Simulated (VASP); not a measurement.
A run of VASP 6.6.1 is set up as follows.

The input INCAR:

```
SYSTEM = Mn
  ALGO = Normal
  EDIFF = 1E-6
  ENCUT = 520
  GGA = RE
  ISIF = 2
  ISMEAR = -1
  LASPH = .True.
  LCHARG = .True.
  LELF = .True.
  LREAL = .False.
  LVHAR = .True.
  LWAVE = .False.
  NBANDS = 20
  NELM = 100
  PREC = Accurate
  SIGMA = 0.1
```

KPOINTS

```
k-points
0
Gamma
  16 16 9
  0 0 0
```

Contents of POSCAR:

```
Mn
1.0
    2.3912594681      0.0000000000      0.0000000000
   -1.1956297340      2.0708914464      0.0000000000
    0.0000000000      0.0000000000      3.8657247358
Mn
2
Direct
    0.3333333333      0.6666666667      0.2500000000
    0.6666666667      0.3333333333      0.7500000000
```

Potentials or basis: VASP PAW PBE potentials, release 64 (Mn_pv).

Run with:

```console
$ cat potpaw_PBE.64/Mn_pv/POTCAR > POTCAR
$ mpirun -np 1 vasp_std > vasp.out
```

Predict the pressure.

45.2 GPa.

What does it give for the band gap on the k mesh?

Zero (band 13 reaches 13.33 eV, above the bottom of band 14 at 11.02 eV).

Stress tensor (GPa, compression positive):
```
45.20  0.00  0.00
 0.00 45.20  0.00
 0.00  0.00 45.06
```

Caveat: the PAW data sets were made with another functional, which shifts forces and pressure a little; the run has no spin polarisation, though such a crystal can be magnetic. Spin polarisation is off, so any magnetic state and its effect on volume and gap are missing.
